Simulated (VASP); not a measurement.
# PtS2 in VASP: a series of runs, part 2 of 2

VASP 6.6.1. Earlier steps stand in the parts before.

**3. Single point, PBE+D3(BJ) (layers slid over each other)**

The input, INCAR:

```
SYSTEM = PtS2
PREC = Accurate
ENCUT = 520
EDIFF = 1E-6
ISMEAR = 0
SIGMA = 0.05
LREAL = .FALSE.
LASPH = .TRUE.
NELM = 80
ALGO = Normal
ISIF = 2
LWAVE = .FALSE.
LCHARG = .TRUE.
LDIPOL = .TRUE.
IDIPOL = 3
DIPOL = 0.5 0.5 0.388
GGA = PE
IVDW = 12
LELF = .TRUE.
LVHAR = .TRUE.
LVACPOTAV = .TRUE.
NBANDS = 31
```

The input, KPOINTS:

```
regular mesh
0
G
  9 9 1
  0 0 0
```

The input, POSCAR:

```
PtS2
1.0
    3.5415278079      0.0000000000      0.0000000000
   -1.7707639039      3.0670530498      0.0000000000
    0.0000000000      0.0000000000     22.4670615492
S Pt
4 2
Direct
    0.6666666667      0.3333333333      0.2002932155
    0.3333333333      0.6666666667      0.3108341854
    0.5555555556      0.4444444444      0.4648374133
    0.8888888889      0.1111111111      0.5753783832
    0.0000000000      0.0000000000      0.2555637004
    1.2222222222      0.7777777778      0.5201078982
```

Potentials or basis: VASP PAW PBE potentials, release 64 (S, Pt).

On the command line:

```console
$ cat potpaw_PBE.64/S/POTCAR potpaw_PBE.64/Pt/POTCAR > POTCAR
$ mpirun -np 1 vasp_std > vasp.out
```

OUTCAR:

```text
SYSTEM = PtS2
   PREC = Accurate
   ENCUT = 520
   EDIFF = 1E-6
   ISMEAR = 0
   LREAL = .FALSE.
   LASPH = .TRUE.
   NELM = 80
   ISIF = 2
   GGA = PE
   IVDW = 12
 IVDW          = 12

 ion  position               nearest neighbor table
   1  0.667  0.333  0.200-   5 2.39   5 2.39   5 2.39
   2  0.333  0.667  0.311-   5 2.39   5 2.39   5 2.39
   3  0.556  0.444  0.465-   6 2.39   6 2.39   6 2.39
   4  0.889  0.111  0.575-   6 2.39   6 2.39   6 2.39
   5  0.000  0.000  0.256-   1 2.39   1 2.39   1 2.39   2 2.39   2 2.39   2 2.39
   6  0.222  0.778  0.520-   3 2.39   3 2.39   3 2.39   4 2.39   4 2.39   4 2.39

  LATTYP: Found a hexagonal cell.
 ALAT       =     3.5415278079
 C/A-ratio  =     6.3438896340

  Lattice vectors:

 A1 = (   3.5415278079,   0.0000000000,   0.0000000000)
 A2 = (  -1.7707639039,   3.0670530498,   0.0000000000)
 A3 = (   0.0000000000,   0.0000000000,  22.4670615492)

Analysis of symmetry for initial positions (statically):
=====================================================================
 Subroutine PRICEL returns:
 Original cell was already a primitive cell.

 Routine SETGRP: Setting up the symmetry group for a
[... 183 lines left out ...]

 k-point     1 :       0.0000    0.0000    0.0000
  band No.  band energies     occupation
      1     -14.9111      2.00000
      2     -14.8670      2.00000
      3     -12.7378      2.00000
      4     -12.6416      2.00000
      5      -6.3987      2.00000
      6      -6.3976      2.00000
[... 805 lines left out ...]
     30       7.5391      0.00000
     31       7.9183      0.00000

 [... further k-points ...]

------------------------ aborting loop because EDIFF is reached ----------------------------------------

 Edisp (eV)   -1.88792

 E8    (eV) :    -0.7825

  FORCE on cell =-STRESS in cart. coord.  units (eV):
  Direction    XX          YY          ZZ          XY          YZ          ZX
  --------------------------------------------------------------------------------------
  -------------------------------------------------------------------------------------
  Total      -0.45749    -0.48971    -0.80822    -0.02790    -0.06211     0.10759
  in kB      -3.00352    -3.21506    -5.30616    -0.18320    -0.40780     0.70633
  external pressure =       -3.84 kB  Pullay stress =        0.00 kB

 VOLUME and BASIS-vectors are now :
 -----------------------------------------------------------------------------
  energy-cutoff  :      520.00
  volume of cell :      244.04
      direct lattice vectors                 reciprocal lattice vectors
     3.541527808  0.000000000  0.000000000     0.282364012  0.163022938  0.000000000
    -1.770763904  3.067053050  0.000000000     0.000000000  0.326045877  0.000000000
     0.000000000  0.000000000 22.467061549     0.000000000  0.000000000  0.044509603

 POSITION                                       TOTAL-FORCE (eV/Angst)
 -----------------------------------------------------------------------------------
      1.77076      1.02235      4.50000        -0.011760      0.006790      0.039714
     -0.00000      2.04470      6.98353        -0.031148      0.017983      0.000881
      1.18051      1.36313     10.44353         0.025220     -0.014561     -0.005799
      2.95127      0.34078     12.92706         0.006068     -0.003503     -0.041652
      0.00000      0.00000      5.74177         0.016665     -0.009621      0.071710
     -0.59025      2.38549     11.68530        -0.005044      0.002912     -0.064855
 -----------------------------------------------------------------------------------
    total drift:                               -0.000174      0.000100     -0.000019

  FREE ENERGIE OF THE ION-ELECTRON SYSTEM (eV)
  ---------------------------------------------------
  free  energy   TOTEN  =       -32.7862237143 eV

  energy  without entropy=      -32.7862237143  energy(sigma->0) =      -32.78622371

 vacuum level on the upper side and lower side of the slab         5.475         5.496
```

stdout:

```text
POSCAR found type information on POSCAR S Pt
 POSCAR found :  2 types and       6 ions
 scaLAPACK will be used
 LDA part: xc-table for (Slater+PW92), standard interpolation
 POSCAR, INCAR and KPOINTS ok, starting setup
 FFT: planning ... GRIDC
 FFT: planning ... GRID_SOFT
 FFT: planning ... GRID
 WAVECAR not read
 entering main loop
 -----------------------------------------------------------------------------
|                                                                             |
|           W    W    AA    RRRRR   N    N  II  N    N   GGGG   !!!           |
|           W    W   A  A   R    R  NN   N  II  NN   N  G    G  !!!           |
|           W    W  A    A  R    R  N N  N  II  N N  N  G       !!!           |
|           W WW W  AAAAAA  RRRRR   N  N N  II  N  N N  G  GGG   !            |
|           WW  WW  A    A  R   R   N   NN  II  N   NN  G    G                |
|           W    W  A    A  R    R  N    N  II  N    N   GGGG   !!!           |
|                                                                             |
|     Did not find any points to average over, which means that no vacuum     |
|     field-free region was found. Please increase the size of  your cell     |
|     in the dimension of the dipole correction to obtain accurate            |
|     workfunction values.                                                    |
|                                                                             |
 -----------------------------------------------------------------------------
```

It took 2.7 min on 1 thread of AMD EPYC 9R45 (Zen 5), shared host; peak memory 0.41 GiB.

Results:

```yaml
Free_energy: -32.7862 eV
Largest_force: 0.074 eV/Å
Band_gap_on_the_k_mesh: 1.46 eV (least direct gap 1.58 eV)
Dispersion_energy_per_atom: -0.315 eV
```

Forces in eV/Å, atoms in the order of the input:
```
S   -0.012  0.007  0.040
S   -0.031  0.018  0.001
S    0.025 -0.015 -0.006
S    0.006 -0.004 -0.042
Pt   0.017 -0.010  0.072
Pt  -0.005  0.003 -0.065
```

Caveat: the cell differs from its parent crystal (layers slid over each other); spin-orbit coupling is left out, which moves the levels of the heavy elements.

**4. Single point, PBE+D3(BJ) (layers slid over each other)**

The input, INCAR:

```
  PREC = Accurate
  ENCUT = 520
  EDIFF = 1E-6
  ISMEAR = 0
  SIGMA = 0.05
  LREAL = False
  LASPH = True
  NELM = 100
  ALGO = Normal
  ISIF = 2
  LWAVE = False
  LCHARG = False
  LDIPOL = True
  IDIPOL = 3
  DIPOL = 0.5 0.5 0.403
  GGA = PE
  IVDW = 12
  NBANDS = 31
```

The input, KPOINTS:

```
Automatic mesh
0
Gamma
  9 9 1
```

The input, POSCAR:

```
PtS2
1.0
    3.5415278079      0.0000000000      0.0000000000
   -1.7707639039      3.0670530498      0.0000000000
    0.0000000000      0.0000000000     22.4670615492
S Pt
4 2
Direct
    0.6666666667      0.3333333333      0.2002932155
    0.3333333333      0.6666666667      0.3108341854
    0.5555555556      0.4444444444      0.4951039436
    0.8888888889      0.1111111111      0.6056449135
    0.0000000000      0.0000000000      0.2555637004
    1.2222222222      0.7777777778      0.5503744286
```

Potentials or basis: VASP PAW PBE potentials, release 64 (S, Pt).

On the command line:

```console
$ cat potpaw_PBE.64/S/POTCAR potpaw_PBE.64/Pt/POTCAR > POTCAR
$ mpirun -np 1 vasp_std > vasp.out
```

OUTCAR:

```text
PREC = Accurate
   ENCUT = 520
   EDIFF = 1E-6
   ISMEAR = 0
   LREAL = False
   LASPH = True
   NELM = 100
   ISIF = 2
   GGA = PE
   IVDW = 12
 IVDW          = 12

 ion  position               nearest neighbor table
   1  0.667  0.333  0.200-   5 2.39   5 2.39   5 2.39
   2  0.333  0.667  0.311-   5 2.39   5 2.39   5 2.39
   3  0.556  0.444  0.495-   6 2.39   6 2.39   6 2.39
   4  0.889  0.111  0.606-   6 2.39   6 2.39   6 2.39
   5  0.000  0.000  0.256-   1 2.39   1 2.39   1 2.39   2 2.39   2 2.39   2 2.39
   6  0.222  0.778  0.550-   4 2.39   4 2.39   4 2.39   3 2.39   3 2.39   3 2.39

  LATTYP: Found a hexagonal cell.
 ALAT       =     3.5415278079
 C/A-ratio  =     6.3438896340

  Lattice vectors:

 A1 = (   3.5415278079,   0.0000000000,   0.0000000000)
 A2 = (  -1.7707639039,   3.0670530498,   0.0000000000)
 A3 = (   0.0000000000,   0.0000000000,  22.4670615492)

Analysis of symmetry for initial positions (statically):
=====================================================================
 Subroutine PRICEL returns:
 Original cell was already a primitive cell.

 Routine SETGRP: Setting up the symmetry group for a
 hexagonal supercell.

 Subroutine GETGRP returns: Found  2 space group operations
 (whereof  2 operations were pure point group operations)
 out of a pool of 24 trial point group operations.

The static configuration has the point symmetry C_1h.

Analysis of symmetry for dynamics (positions and initial velocities):
=====================================================================
 Subroutine PRICEL returns:
 Original cell was already a primitive cell.

 Routine SETGRP: Setting up the symmetry group for a
 hexagonal supercell.

 Subroutine GETGRP returns: Found  2 space group operations
 (whereof  2 operations were pure point group operations)
 out of a pool of 24 trial point group operations.

The dynamic configuration has the point symmetry C_1h.

 Subroutine INISYM returns: Found  2 space group operations
 (whereof  2 operations are pure point group operations),
 and found     1 'primitive' translations

----------------------------------------------------------------------------------------

                                     Primitive cell

  volume of cell :     244.0384

  direct lattice vectors                    reciprocal lattice vectors
     3.541527808  0.000000000  0.000000000     0.282364012  0.163022938  0.000000000
    -1.770763904  3.067053050  0.000000000     0.000000000  0.326045877  0.000000000
     0.000000000  0.000000000 22.467061549     0.000000000  0.000000000  0.044509603

  length of vectors
     3.541527808  3.541527808 22.467061549     0.326045877  0.326045877  0.044509603

  position of ions in fractional coordinates (direct lattice)
     0.666666667  0.333333333  0.200293215
     0.333333333  0.666666667  0.310834185
     0.555555556  0.444444444  0.495103944
     0.888888889  0.111111111  0.605644914
     0.000000000  0.000000000  0.255563700
     0.222222222  0.777777778  0.550374429

  ion indices of the primitive-cell ions
   primitive index   ion index
                 1           1
                 2           2
                 3           3
                 4           4
                 5           5
                 6           6

----------------------------------------------------------------------------------------
[... 53 lines left out ...]
   total plane-waves  NPLWV = 131712
   dimension x,y,z NGX =    28 NGY =   28 NGZ =  168
   dimension x,y,z NGXF=    56 NGYF=   56 NGZF=  336
   ions per type =               4   2
   NGX,Y,Z   is equivalent  to a cutoff of  13.14, 13.14, 12.43 a.u.
   NGXF,Y,Z  is equivalent  to a cutoff of  26.29, 26.29, 24.86 a.u.
 SYSTEM =  unknown system
   PREC   = accura    normal or accurate (medium, high low for compatibility)
   ISTART =      0    job   : 0-new  1-cont  2-samecut
   ICHARG =      2    charge: 1-file 2-atom 10-const
   ISPIN  =      1    spin polarized calculation?
   LNONCOLLINEAR =      F non collinear calculations
   LSORBIT =      F    spin-orbit coupling
   LASPH  =      T    aspherical Exc in radial PAW
   ENCUT  =  520.0 eV  38.22 Ry    6.18 a.u.   6.58  6.58 41.77*2*pi/ulx,y,z
   NELM   =    100;   NELMIN=  2; NELMDL= -5     # of ELM steps
   EDIFF  = 0.1E-05   stopping-criterion for ELM
   LREAL  =      F    real-space projection
   EDIFFG = 0.1E-04   stopping-criterion for IOM
   NSW    =      0    number of steps for IOM
   IBRION =     -1    ionic relax: 0-MD 1-quasi-New 2-CG
   NFREE  =      0    steps in history (QN), initial steepest desc. (CG)
   ISIF   =      2    stress and relaxation
   ISYM   =      2    0-nonsym 1-usesym 2-fastsym
   POTIM  = 0.5000    time-step for ionic-motion
   TEBEG  =    0.0;   TEEND  =   0.0 temperature during run
   PSTRESS=    0.0 pullay stress
   NELECT =      44.0000    total number of electrons
   NUPDOWN=      -1.0000    fix difference up-down
   EMIN   =  10.00;   EMAX   =-10.00  energy-range for DOS
   EFERMI =   0.00;   METHOD = LEGACY
   ISMEAR =     0;   SIGMA  =   0.05  broadening in eV -4-tet -1-fermi 0-gaus
   EFERMI_NEDOS =   21; number of points for ismear=-14 and -15
   IALGO  =     38    algorithm
   IMIX   =      4    mixing-type and parameters
     AMIX     =   0.40;   BMIX     =  1.00
     AMIX_MAG =   1.60;   BMIX_MAG =  1.00
  volume/ion in A,a.u.               =      40.67       274.48
  Fermi-wavevector in a.u.,A,eV,Ry     =   0.924854  1.747720 11.637800  0.855354
  Thomas-Fermi vector in A             =   2.050645
   LORBIT       =      0    0 simple, 1 ext, 2 COOP (PROOUT), +10 PAW based schemes
   GGA     = PE    functional components
   LHFCALC =     F    Hartree Fock is set to
   AEXX    =    0.0000 exact exchange contribution
   IVDW    =    12    specifies the selected vdW correction
   LEPSILON=     F    determine dielectric tensor
   LRPA    =     F    only Hartree local field effects (RPA)
 non-spin polarized calculation
 Gauss-broadening in eV      SIGMA  =   0.05
  energy-cutoff  :      520.00
  volume of cell :      244.04
 maximum number of plane-waves:      6671
   NGX = 13   NGY = 13   NGZ = 83

 dipolmoment           0.000000      0.000000      0.000091 electrons x Angstroem

 number of electron      44.0000000 magnetization

 dipolmoment           0.000000      0.000000     -0.000235 electrons x Angstroem

 Free energy of the ion-electron system (eV)
  ---------------------------------------------------
  ext. energy  EPLUGINS =         0.00000000
  ---------------------------------------------------
  free energy    TOTEN  =       -30.91183989 eV

  energy without entropy =      -30.91183989  energy(sigma->0) =      -30.91183989

 E-fermi :  -0.5502     XC(G=0):  -5.5255

 val. band max:       -0.7873785288   @ k =   0.1111   0.1111   0.0000
 cond. band min:       0.8962057458   @ k =   0.2222   0.0000   0.0000
 fundamental gap:      1.6835842746
 Fermi energy:        -0.5501893062

 k-point     1 :       0.0000    0.0000    0.0000
  band No.  band energies     occupation
      1     -14.8890      2.00000
      2     -14.8790      2.00000
      3     -12.6956      2.00000
      4     -12.6709      2.00000
      5      -6.3886      2.00000
      6      -6.3885      2.00000
[... 805 lines left out ...]
     30       7.5112      0.00000
     31       7.9301      0.00000

 [... further k-points ...]

------------------------ aborting loop because EDIFF is reached ----------------------------------------

 vacuum level on the upper side and lower side of the slab       (xc-potential included)        -0.138        -0.135

 Edisp (eV)   -1.79859

 E8    (eV) :    -0.7484

  FORCE on cell =-STRESS in cart. coord.  units (eV):
  Direction    XX          YY          ZZ          XY          YZ          ZX
  --------------------------------------------------------------------------------------
  -------------------------------------------------------------------------------------
  Total      -0.48921    -0.49305    -0.80390    -0.00333    -0.00825     0.01429
  in kB      -3.21181    -3.23702    -5.27781    -0.02183    -0.05416     0.09381
  external pressure =       -3.91 kB  Pullay stress =        0.00 kB

 VOLUME and BASIS-vectors are now :
 -----------------------------------------------------------------------------
  energy-cutoff  :      520.00
  volume of cell :      244.04
      direct lattice vectors                 reciprocal lattice vectors
     3.541527808  0.000000000  0.000000000     0.282364012  0.163022938  0.000000000
    -1.770763904  3.067053050  0.000000000     0.000000000  0.326045877  0.000000000
     0.000000000  0.000000000 22.467061549     0.000000000  0.000000000  0.044509603

 POSITION                                       TOTAL-FORCE (eV/Angst)
 -----------------------------------------------------------------------------------
      1.77076      1.02235      4.50000        -0.001755      0.001013      0.043681
     -0.00000      2.04470      6.98353        -0.003638      0.002100      0.015442
      1.18051      1.36313     11.12353         0.002564     -0.001480     -0.016258
      2.95127      0.34078     13.60706         0.000947     -0.000547     -0.044130
      0.00000      0.00000      5.74177         0.002604     -0.001503      0.039312
     -0.59025      2.38549     12.36530        -0.000721      0.000416     -0.038046
 -----------------------------------------------------------------------------------
    total drift:                               -0.000168      0.000097      0.000152

  FREE ENERGIE OF THE ION-ELECTRON SYSTEM (eV)
  ---------------------------------------------------
  free  energy   TOTEN  =       -32.7104268715 eV

  energy  without entropy=      -32.7104268715  energy(sigma->0) =      -32.71042687

 vacuum level on the upper side and lower side of the slab         5.337         5.341
```

It took 2.8 min on 1 thread of AMD EPYC 9R45 (Zen 5), shared host; peak memory 0.41 GiB.

Results:

| Property | Result |
| --- | --- |
| Free energy | -32.7104 eV |
| Largest force | 0.044 eV/Å |
| Band gap on the k mesh | 1.68 eV (least direct gap 1.76 eV) |
| Dispersion energy per atom | -0.300 eV |

Forces on the atoms (eV/Å):
```
S   -0.002  0.001  0.044
S   -0.004  0.002  0.015
S    0.003 -0.001 -0.016
S    0.001 -0.001 -0.044
Pt   0.003 -0.002  0.039
Pt  -0.001  0.000 -0.038
```

Levels at points of the mesh, in eV from the valence-band top:
```
           k point  band 18  band 19  band 20  band 21  band 22  band 23  band 24  band 25  band 26  band 27
(0.00, 0.00, 0.00)    -0.56    -0.30    -0.30    -0.30    -0.29     3.17     3.18     3.18     3.19     5.35
```

Caveat: the cell differs from its parent crystal (layers slid over each other); spin-orbit coupling is left out, which moves the levels of the heavy elements.

**5. Single point, PBE+D3(BJ) (layers slid over each other)**

The input, INCAR:

```
ALGO = Normal
DIPOL = 0.5 0.5 0.376
EDIFF = 1E-6
ENCUT = 520
GGA = PE
IDIPOL = 3
ISIF = 2
ISMEAR = 0
IVDW = 12
LASPH = T
LCHARG = F
LDIPOL = T
LREAL = F
LWAVE = F
NBANDS = 31
NELM = 60
PREC = Accurate
SIGMA = 0.05
```

The input, KPOINTS:

```
k-points
0
Gamma
  9 9 1
```

The input, POSCAR:

```
PtS2
1.0
    3.5415278079      0.0000000000      0.0000000000
   -1.7707639039      3.0670530498      0.0000000000
    0.0000000000      0.0000000000     22.4670615492
S Pt
4 2
Direct
    0.6666666667      0.3333333333      0.2002932155
    0.3333333333      0.6666666667      0.3108341854
    0.7777777778      0.2222222222      0.4416924195
    1.1111111111     -0.1111111111      0.5522333894
    0.0000000000      0.0000000000      0.2555637004
    1.4444444444      0.5555555556      0.4969629044
```

On the command line:

```console
$ cat potpaw_PBE.64/S/POTCAR potpaw_PBE.64/Pt/POTCAR > POTCAR
$ mpirun -np 1 vasp_std > vasp.out
```

Wall time 2.4 min (1 thread of AMD EPYC 9R45 (Zen 5), shared host); peak memory 0.41 GiB.

The run converged. Its results:

```yaml
Free_energy: -32.8494 eV
Largest_force: 0.121 eV/Å
Band_gap_on_the_k_mesh: 1.20 eV (least direct gap 1.33 eV)
Dispersion_energy_per_atom: -0.331 eV
```

Forces on the atoms (eV/Å):
```
S    0.021 -0.012  0.028
S    0.033 -0.019 -0.079
S   -0.009  0.005  0.063
S    0.008 -0.005 -0.032
Pt  -0.035  0.020  0.114
Pt  -0.019  0.011 -0.095
```

Levels at points of the mesh, in eV from the valence-band top:
| k point | band 20 | band 21 | band 22 | band 23 | band 24 | band 25 |
| --- | --- | --- | --- | --- | --- | --- |
| (0.00, 0.00, 0.00) | -0.67 | -0.62 | -0.39 | 2.66 | 2.75 | 2.81 |

Caveat: the cell differs from its parent crystal (layers slid over each other); spin-orbit coupling is left out, which moves the levels of the heavy elements.

**6. Summary**

```csv
cell,gap on the mesh (eV),largest force (eV/Å)
"as given, atomic positions A",1.17,0.20
"as given, atomic positions B",1.46,0.07
"as given, atomic positions C",1.68,0.04
"as given, atomic positions D",1.20,0.12
```

Alike in all rows: task single point; level PBE+D3(BJ); potentials or basis VASP PAW PBE potentials, release 64 (S, Pt); no spin polarisation; k mesh 9 × 9 × 1; cutoff (eV) 520; smearing gaussian 0.05 eV.

Caveats: spin-orbit coupling is left out, which moves the levels of the heavy elements.

Total energies depend on the potentials used, so only differences within one code and one set of settings carry meaning.
